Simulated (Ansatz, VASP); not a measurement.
One calculation of LiTlSe2, two programs

```
Li Se Tl
1.0
     4.17688    0.00000    0.00000
     0.00000    4.17688    0.00000
     0.00000    0.00000    5.85817
Li Se Tl
1 2 1
Direct
  0.00000 0.00000 0.00000
  0.00000 0.50000 0.22921
  0.50000 0.00000 0.77079
  0.50000 0.50000 0.50000
```

Alike in both runs: task single point; functional r2SCAN; k mesh 6 × 6 × 4; no spin polarisation.

|  | VASP | Ansatz |
| --- | --- | --- |
| version | VASP 6.6.1 | Ansatz 0.2.0 |
| potentials or method | VASP PAW PBE potentials, release 64 (Li_sv, Se, Tl_d) | plane waves, PAW |
| plane-wave cutoff (eV) | 830 | 500 |
| occupations | gaussian, width 0.01 eV | fixed |
| valence electrons in the cell | 28 | 48 |

Ansatz gave:

- gap on the k mesh at the Fermi level (eV): 0.85
- pressure (GPa): 2.9
- rms of the force components (eV/Å): 0.126

Question: Estimate VASP's values.

Answer: gap on the k mesh at the Fermi level (eV): 0.85; pressure (GPa): 2.9; rms of the force components (eV/Å): 0.130.

VASP's potentials were made for PBE, not for r2SCAN. VASP's potentials hold 28 valence electrons a cell and Ansatz's 48, so a difference there can come from the potentials and not from the codes.

Neither program's run includes spin-orbit coupling.
